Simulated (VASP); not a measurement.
Wanted: the native input for a VASP 6.6.1 run.

* Task: single point
* Functional: PBE
* Potentials or basis: VASP PAW PBE potentials, release 64 (Al, In_d, N)
* Cutoff: 520 eV
* k mesh: 9 × 9 × 4
* Occupations: gaussian, width 0.01 eV
* Spin: no spin polarisation
* Dipole correction: no
* Further INCAR settings: ALGO = Normal; EDIFF = 1e-06; NBANDS = 26

The structure of Al2InN3 lies in POSCAR:

```
Al2InN3
1.0
    3.3182148518      0.0000000000      0.0000000000
   -1.6591074259      2.8736583569      0.0000000000
    0.0000000000      0.0000000000      8.2413716949
Al In N
2 1 3
Direct
    0.0000000000      0.0000000000     -0.0103618362
    0.6666666667      0.3333333333      0.6797713271
    0.3333333333      0.6666666667      0.3363810615
    0.6666666667      0.3333333333      0.9150980303
    0.3333333333      0.6666666667      0.6081832441
    0.0000000000      0.0000000000      0.2209281732
```

This cell differs from its parent crystal: volume changed by +6%.

These files were run (other wordings do the same):

INCAR

```
SYSTEM = Al2InN3
PREC = Accurate ; ENCUT = 520
EDIFF = 1E-6 ; ISMEAR = 0
SIGMA = 0.01 ; LREAL = .FALSE.
LASPH = .TRUE. ; NELM = 60
ALGO = Normal ; ISIF = 2
LWAVE = .FALSE. ; LCHARG = .FALSE.
GGA = PE ; NBANDS = 26
```

KPOINTS

```
regular mesh
0
G
  9 9 4
  0 0 0
```

Potentials or basis: VASP PAW PBE potentials, release 64 (Al, In_d, N).

Launch:

```sh
$ cat potpaw_PBE.64/Al/POTCAR potpaw_PBE.64/In_d/POTCAR potpaw_PBE.64/N/POTCAR > POTCAR
$ mpirun -np 1 vasp_std > vasp.out
```

It gave:

| Quantity | Value |
| --- | --- |
| Pressure | -8.6 GPa |
| Largest force | 0.285 eV/Å |
| Band gap on the k mesh | 0.84 eV, direct |

Caveat: spin-orbit coupling is left out, which moves the levels of the heavy elements.

Wall time 92 s on 1 thread of Intel Xeon 6975P-C (shared host), peak memory 0.26 GiB.
